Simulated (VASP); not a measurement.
Te, 2 atoms in the cell. The structure is hexagonal, space group P6_3/mmc (No. 194). Conventional cell: a = 3.764 Å, b = 3.764 Å, c = 4.423 Å, α = 90.00°, β = 90.00°, γ = 120.00°. Within 4.1 Å of Te (site symmetry -6m2) lie 12 Te at 3.10 to 3.76 Å. 

| Item | Value |
| --- | --- |
| Program | VASP 6.6.1 |
| Task | single point |
| Functional | PBEsol |
| Potentials or basis | VASP PAW PBE potentials, release 64 (Te) |
| Cutoff | 520 eV |
| k mesh | 14 × 14 × 8 |
| Occupations | fermi-dirac, width 0.08 eV |
| Spin | no spin polarisation |
| Dipole correction | no |
| Further INCAR settings | ALGO = Normal; EDIFF = 1e-06; NBANDS = 13 |

Potentials or basis: VASP PAW PBE potentials, release 64 (Te).

Launch:

```bash
$ cat potpaw_PBE.64/Te/POTCAR > POTCAR
$ mpirun -np 1 vasp_std > vasp.out
```

Hardware: 1 thread of Intel(R) Xeon(R) Platinum 8375C CPU @ 2.90GHz (Ice Lake), with other jobs on the host.

How long does it take, and how much memory?

Wall time 33 s on 1 thread of Intel(R) Xeon(R) Platinum 8375C CPU @ 2.90GHz (Ice Lake) (shared host), peak memory 0.21 GiB. Counts: scf iterations 9, k points 120.
